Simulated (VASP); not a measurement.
# RbCl (Fm-3m) in VASP: a series of runs, part 3 of 3

VASP 6.6.1.

### Step 5. Single point, PBEsol (volume scaled by 1.04)

File INCAR:

```
SYSTEM = RbCl
PREC     = Accurate       ! precision mode
ENCUT    = 500            ! plane-wave cutoff, eV
EDIFF    = 1E-6           ! SCF threshold, eV
ISMEAR   = -1             ! smearing method
SIGMA    = 0.02           ! smearing width, eV
LREAL    = .FALSE.        ! projectors in reciprocal space
LASPH    = .TRUE.         ! aspherical terms in the spheres
NELM     = 120            ! most SCF steps
ALGO     = Normal         ! electronic algorithm
ISIF     = 2              ! what is computed and relaxed
LWAVE    = .FALSE.        ! write WAVECAR
LCHARG   = .TRUE.         ! write CHGCAR
GGA      = PS             ! functional
LELF     = .TRUE.         ! ELF
LVHAR    = .TRUE.       
NBANDS   = 15             ! bands
GGA_COMPAT= .FALSE.
```

File KPOINTS:

```
regular mesh
0
G
  7 7 7
  0 0 0
```

File POSCAR:

```
RbCl
1.0
    0.0000000000      3.3170838881      3.3170838881
    3.3170838881      0.0000000000      3.3170838881
    3.3170838881      3.3170838881      0.0000000000
Rb Cl
1 1
Direct
    0.0000000000      0.0000000000      0.0000000000
    0.5000000000      0.5000000000      0.5000000000
```

Potentials or basis: VASP PAW PBE potentials, release 64 (Rb_sv, Cl).

The run is started by

```console
> cat potpaw_PBE.64/Rb_sv/POTCAR potpaw_PBE.64/Cl/POTCAR > POTCAR
> mpirun -np 1 vasp_std > vasp.out
```

OUTCAR:

```text
SYSTEM = RbCl
   PREC = Accurate
   ENCUT = 500
   EDIFF = 1E-6
   ISMEAR = -1
   LREAL = .FALSE.
   LASPH = .TRUE.
   NELM = 120
   ISIF = 2
   GGA = PS

 ion  position               nearest neighbor table
   1  0.000  0.000  0.000-   2 3.32   2 3.32   2 3.32   2 3.32   2 3.32   2 3.32
   2  0.500  0.500  0.500-   1 3.32   1 3.32   1 3.32   1 3.32   1 3.32   1 3.32

  LATTYP: Found a face centered cubic cell.
 ALAT       =     6.6341677762

  Lattice vectors:

 A1 = (   0.0000000000,   3.3170838881,   3.3170838881)
 A2 = (   3.3170838881,   0.0000000000,   3.3170838881)
 A3 = (   3.3170838881,   3.3170838881,   0.0000000000)

Analysis of symmetry for initial positions (statically):
=====================================================================
 Subroutine PRICEL returns:
 Original cell was already a primitive cell.

 Routine SETGRP: Setting up the symmetry group for a
 face centered cubic supercell.

 Subroutine GETGRP returns: Found 48 space group operations
 (whereof 48 operations were pure point group operations)
 out of a pool of 48 trial point group operations.

[... 170 lines left out ...]
      5     -10.0314      2.00000
      6      -2.0371      2.00000
      7      -2.0371      2.00000
      8      -2.0371      2.00000
      9       2.7380      0.00000
     10       5.8568      0.00000
     11       5.8568      0.00000
     12       5.8568      0.00000
     13       6.8185      0.00000
     14       6.8185      0.00000
[... 329 lines left out ...]
      2     -13.9726      2.00000
      3     -10.2101      2.00000
      4     -10.1595      2.00000
      5     -10.0293      2.00000
      6      -2.4942      2.00000
      7      -2.3009      2.00000
      8      -2.2804      2.00000
      9       5.2054      0.00000
     10       5.8625      0.00000
     11       7.0666      0.00000
     12       7.2625      0.00000
     13       9.0749      0.00000
     14       9.1527      0.00000
     15      10.1705      0.00000

------------------------ aborting loop because EDIFF is reached ----------------------------------------

  FORCE on cell =-STRESS in cart. coord.  units (eV):
  Direction    XX          YY          ZZ          XY          YZ          ZX
  --------------------------------------------------------------------------------------
  -------------------------------------------------------------------------------------
  Total       -0.2778298     -0.2778298     -0.2778298      0.0000000      0.0000000      0.0000000
  in kB       -6.0980372     -6.0980372     -6.0980372      0.0000000      0.0000000      0.0000000
  external PRESSURE =      -6.0980372 kB  Pullay stress =       0.0000000 kB

 VOLUME and BASIS-vectors are now :
 -----------------------------------------------------------------------------
  energy-cutoff  :      500.00
  volume of cell :       73.00
      direct lattice vectors                 reciprocal lattice vectors
     0.000000000  3.317083888  3.317083888    -0.150734807  0.150734807  0.150734807
     3.317083888  0.000000000  3.317083888     0.150734807 -0.150734807  0.150734807
     3.317083888  3.317083888  0.000000000     0.150734807  0.150734807 -0.150734807

 POSITION                                       TOTAL-FORCE (eV/Angst)
 -----------------------------------------------------------------------------------
      0.00000      0.00000      0.00000        -0.000000      0.000000     -0.000000
      3.31708      3.31708      3.31708         0.000000      0.000000      0.000000
 -----------------------------------------------------------------------------------
    total drift:                                0.000000      0.000000      0.000000

  FREE ENERGIE OF THE ION-ELECTRON SYSTEM (eV)
  ---------------------------------------------------
  free  energy   TOTEN  =        -6.8894237570 eV

  energy  without entropy=       -6.8894237570  energy(sigma->0) =       -6.88942376
```

OSZICAR:

```text
N       E                     dE             d eps       ncg     rms          rms(c)
DAV:   1     0.772211480473E+02    0.77221E+02   -0.65586E+03   600   0.883E+02
DAV:   2    -0.162717417918E+01   -0.78848E+02   -0.71864E+02   830   0.167E+02
DAV:   3    -0.703545446453E+01   -0.54083E+01   -0.53822E+01   796   0.441E+01
DAV:   4    -0.720430334074E+01   -0.16885E+00   -0.16883E+00   904   0.743E+00
DAV:   5    -0.720550049570E+01   -0.11972E-02   -0.11971E-02   839   0.625E-01    0.288E+00
DAV:   6    -0.689542029112E+01    0.31008E+00   -0.42451E-01   754   0.323E+00    0.214E+00
DAV:   7    -0.687537223301E+01    0.20048E-01   -0.95091E-02   817   0.167E+00    0.128E+00
DAV:   8    -0.688773533470E+01   -0.12363E-01   -0.16064E-02   749   0.774E-01    0.173E-01
DAV:   9    -0.688879247458E+01   -0.10571E-02   -0.14561E-03   803   0.198E-01    0.873E-02
DAV:  10    -0.688939140589E+01   -0.59893E-03   -0.55119E-04   664   0.137E-01    0.152E-02
DAV:  11    -0.688941748703E+01   -0.26081E-04   -0.35870E-05   810   0.366E-02    0.165E-02
DAV:  12    -0.688942396417E+01   -0.64771E-05   -0.23860E-05   649   0.241E-02    0.538E-03
DAV:  13    -0.688942375698E+01    0.20719E-06   -0.52302E-07   657   0.467E-03
   1 F= -.68894238E+01 E0= -.68894238E+01  d E =-.523268E-12
```

It took 34 s on 1 thread of Intel Xeon 8259CL, shared host; peak memory 0.2 GiB.

What came out:

```yaml
Free_energy: -6.8894 eV
Pressure: -0.6 GPa
Band_gap_on_the_k_mesh: 4.78 eV, direct
```

Levels at points of the mesh, in eV from the valence-band top:
```csv
k point,band 4,band 5,band 6,band 7,band 8,band 9,band 10,band 11,band 12,band 13
"(0.00, 0.00, 0.00)",-7.99,-7.99,0.00,0.00,0.00,4.78,7.89,7.89,7.89,8.86
```

Caveat: the PAW data sets were made with another functional, which shifts forces and pressure a little. A k mesh can miss the band edges.

### Step 6. Overview

| cell | gap on the mesh (eV) | pressure (GPa) |
| --- | --- | --- |
| a = 4.536 Å, angles 60.0°, 2 atoms | 5.08 | 1.2 |
| a = 4.599 Å, angles 60.0°, 2 atoms | 4.95 | 0.3 |
| a = 4.646 Å, angles 60.0°, 2 atoms | 4.86 | -0.2 |
| a = 4.691 Å, angles 60.0°, 2 atoms | 4.78 | -0.6 |

Alike in all rows: task single point; level PBEsol; potentials or basis VASP PAW PBE potentials, release 64 (Rb_sv, Cl); no spin polarisation; k mesh 7 × 7 × 7; cutoff (eV) 500; smearing fermi-dirac 0.02 eV.

Caveats: the PAW data sets were made with another functional, which shifts forces and pressure a little.

Total energies depend on the potentials used, so only differences within one code and one set of settings carry meaning.
